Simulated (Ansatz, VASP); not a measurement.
## Ge in VASP and in Ansatz

```
Ge
1.0
     0.00000    2.80992    2.80992
     2.80992    0.00000    2.80992
     2.80992    2.80992    0.00000
Ge
2
Cartesian
  4.2149 4.2149 4.2149
  2.8099 2.8099 2.8099
```

Change from the starting cell: volume scaled by 0.98.

Alike in both runs: task single point; functional PBEsol; k mesh 8 × 8 × 8; occupations fermi-dirac, width 0.05 eV; no spin polarisation.

|  | VASP | Ansatz |
| --- | --- | --- |
| version | VASP 6.6.1 | Ansatz 0.2.0 |
| potentials or method | VASP PAW PBE potentials, release 64 (Ge_d), cutoff 520 eV | all-electron LAPW, scalar-relativistic |

```tsv
	VASP	Ansatz	Ansatz less VASP
gap on the k mesh at the Fermi level (eV)	0.18	0.17	-0.005
least direct gap on the mesh (eV)	0.18	0.17	-0.005
pressure (GPa)	2.0	2.1	+0.10
```

VASP's potentials were made for PBE, not for PBEsol. Ansatz ran all-electron here, and VASP with PAW potentials.
